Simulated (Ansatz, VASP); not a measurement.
# GaIr2: VASP beside Ansatz

The input INCAR:

```
SYSTEM = GaIr2
ALGO = Fast
EDIFF = 1E-6
ENCUT = 520
GGA = PE
ISIF = 2
ISMEAR = 0
ISPIN = 2
LASPH = .True.
LCHARG = .False.
LMAXMIX = 4
LORBIT = 11
LREAL = .False.
LWAVE = .False.
MAGMOM = 0 1 1
NBANDS = 26
NELM = 150
PREC = Accurate
SIGMA = 0.1
```

The input KPOINTS:

```
k-points
0
Gamma
  6 6 6
  0 0 0
```

The input POSCAR:

```
GaIr2
1.0
    0.0000000000      2.9035652517      2.9035652517
    2.9035652517      0.0000000000      2.9035652517
    2.9035652517      2.9035652517      0.0000000000
Ga Ir
1 2
Direct
    0.5000000000      0.5000000000      0.5000000000
    0.2500000000      0.2500000000      0.2500000000
    0.7500000000      0.7500000000      0.7500000000
```

Input for Ansatz:

```yaml
crystal:
  lattice:
    - [0.0, 2.9035652517, 2.9035652517]
    - [2.9035652517, 0.0, 2.9035652517]
    - [2.9035652517, 2.9035652517, 0.0]
  atoms:
    - { symbol: Ga, position: [0.5, 0.5, 0.5] }
    - { symbol: Ir, position: [0.25, 0.25, 0.25], spin: 1.0 }
    - { symbol: Ir, position: [0.75, 0.75, 0.75], spin: 1.0 }
basis:
  ecutwfc: 420
kpoints:
  mp_grid: { grid: [6, 6, 6] }
hamiltonian:
  xc: pbe
scf:
  occupations: { method: gaussian, width: 0.1 }
  lower_state_search: "off"
output:
  forces: true
  stress: true
  eigenvalues: true
  populations: true
magnetization:
  spin_polarized: true
```

Alike in both runs: task single point; functional PBE; k mesh 6 × 6 × 6; occupations gaussian, width 0.1 eV; collinear spin.

|  | VASP | Ansatz |
| --- | --- | --- |
| version | VASP 6.6.1 | Ansatz 0.2.0 |
| potentials or method | VASP PAW PBE potentials, release 64 (Ga_d, Ir), cutoff 520 eV | scalar-relativistic, plane waves, PAW |
| valence electrons in the cell | 31 | 47 |

|  | VASP | Ansatz | Ansatz less VASP |
| --- | --- | --- | --- |
| gap on the k mesh at the Fermi level (eV) | none | none | - |
| pressure (GPa) | 0.4 | 0.0 | -0.49 |
| net moment per atom (μB) | 0.00 | 0.00 | -0.003 |

A gap of «none» marks a metal or a gap that the smearing closes. With one functional, cell and mesh, what is left measures potentials, basis and numerics. VASP's potentials hold 31 valence electrons a cell and Ansatz's 47, so a difference there can come from the potentials and not from the codes. Ansatz's warnings: seeded moment not kept.

Spin-orbit coupling is off throughout.
